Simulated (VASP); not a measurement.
Write the native input for VASP 6.6.1 that does the following.

```yaml
Task: single point
Functional: LDA
Potentials_or_basis: VASP PAW LDA potentials, release 64 (Mg, Cd)
Cutoff: 520 eV
k_mesh: 5 × 5 × 6
Occupations: fermi-dirac, width 0.02 eV
Spin: no spin polarisation
Dipole_correction: no
Further_INCAR_settings: ALGO = Normal; EDIFF = 1e-06; NBANDS = 23
```

The structure of Mg7Cd lies in POSCAR:

```
Mg7Cd
1.0
    6.3292828300      0.0000000000      0.0000000000
   -3.1646414100      5.4813197200      0.0000000000
    0.0000000000      0.0000000000      5.0222390400
Mg Cd
7 1
Direct
    0.9996655289      0.4998327593      0.5000000000
    0.5001672295      0.4998327593      0.5000000000
    0.5001672297      0.0003344705      0.5000000000
    0.1663672198      0.3327344496      0.0000000000
    0.1663672190      0.8336327789      0.0000000000
    0.6672655491      0.8336327789      0.0000000000
    0.6666666698      0.3333333291      0.0000000000
    0.0000000000      0.0000000000      0.5000000000
```

The input as run:

INCAR

```
SYSTEM = Mg7Cd
ALGO = Normal
EDIFF = 1E-6
ENCUT = 520
GGA = CA
ISIF = 2
ISMEAR = -1
LASPH = .TRUE.
LCHARG = .FALSE.
LREAL = .FALSE.
LWAVE = .FALSE.
NBANDS = 23
NELM = 80
PREC = Accurate
SIGMA = 0.02
```

KPOINTS

```
k-points
0
G
  5 5 6
  0 0 0
```

Potentials or basis: VASP PAW LDA potentials, release 64 (Mg, Cd).

Run with:

```sh
$ cat potpaw_LDA.64/Mg/POTCAR potpaw_LDA.64/Cd/POTCAR > POTCAR
$ mpirun -np 1 vasp_std > vasp.out
```

It gave:

```yaml
Pressure: -1.8 GPa
Largest_force: 0.061 eV/Å
Band_gap_on_the_k_mesh: zero (bands 13 and 14 overlap by 1.75 eV)
```

Run time: 88 s on 1 thread of Intel Xeon 8259CL, on a shared host, peak memory 0.27 GiB.
